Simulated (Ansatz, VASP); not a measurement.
Si6Sn in VASP and in Ansatz

```
Si Sn
1.0
     7.32574    0.00000    0.00000
    -3.66287    6.34428    0.00000
     0.00000    0.00000    2.58190
Si Sn
6 1
Direct
  0.30253 0.44839 0.00000
  0.44839 0.14586 0.00000
  0.85414 0.30253 0.00000
  0.55161 0.85414 0.00000
  0.69747 0.55161 0.00000
  0.14586 0.69747 0.00000
  0.00000 0.00000 0.00000
```

Alike in both runs: task relaxation of cell and atoms; functional PBE; k mesh 6 × 6 × 12; occupations gaussian, width 0.1 eV; no spin polarisation.

|  | VASP | Ansatz |
| --- | --- | --- |
| version | VASP 6.6.1 | Ansatz 0.2.0 |
| potentials or method | VASP PAW PBE potentials, release 64 (Si, Sn_d), cutoff 600 eV | scalar-relativistic, plane waves, PAW |
| valence electrons in the cell | 38 | 38 |

```tsv
	VASP	Ansatz	Ansatz less VASP
gap on the k mesh at the Fermi level, each at its own relaxed structure (eV)	none	none	-
relaxed volume (Å³/atom)	17.38	17.38	-0.002
relaxed cell length with the largest relative difference (Å)	2.619	2.619	-0.0006
```

A gap of «none» marks a metal or a gap that the smearing closes.

Noted on VASP's run: too few bands were computed for a metal, which touches its energy and stress.
